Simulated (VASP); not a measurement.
A run of VASP 6.6.1 is set up as follows.

Contents of INCAR:

```
SYSTEM = Bi
ALGO = Normal ; EDIFF = 1E-6
ENCUT = 500 ; GGA = PS
GGA_COMPAT = .FALSE. ; ISIF = 2
ISMEAR = 0 ; LASPH = .TRUE.
LCHARG = .TRUE. ; LELF = .TRUE.
LREAL = .FALSE. ; LVHAR = .TRUE.
LWAVE = .FALSE. ; NBANDS = 14
NELM = 120 ; PREC = Accurate
SIGMA = 0.1
```

Contents of KPOINTS:

```
k-points
0
G
  16 16 16
  0 0 0
```

POSCAR

```
Bi
1.0
   -1.9563580746      1.9563580746      1.9563580746
    1.9563580746     -1.9563580746      1.9563580746
    1.9563580746      1.9563580746     -1.9563580746
Bi
1
Direct
    0.0000000000      0.0000000000      0.0000000000
```

Potentials or basis: VASP PAW PBE potentials, release 64 (Bi_d).

The run is started by

```sh
$ cat potpaw_PBE.64/Bi_d/POTCAR > POTCAR
$ mpirun -np 1 vasp_std > vasp.out
```

(1) Predict the pressure.

Results:

(1) -0.1 GPa.

Caveat: the PAW data sets were made with another functional, which shifts forces and pressure a little.
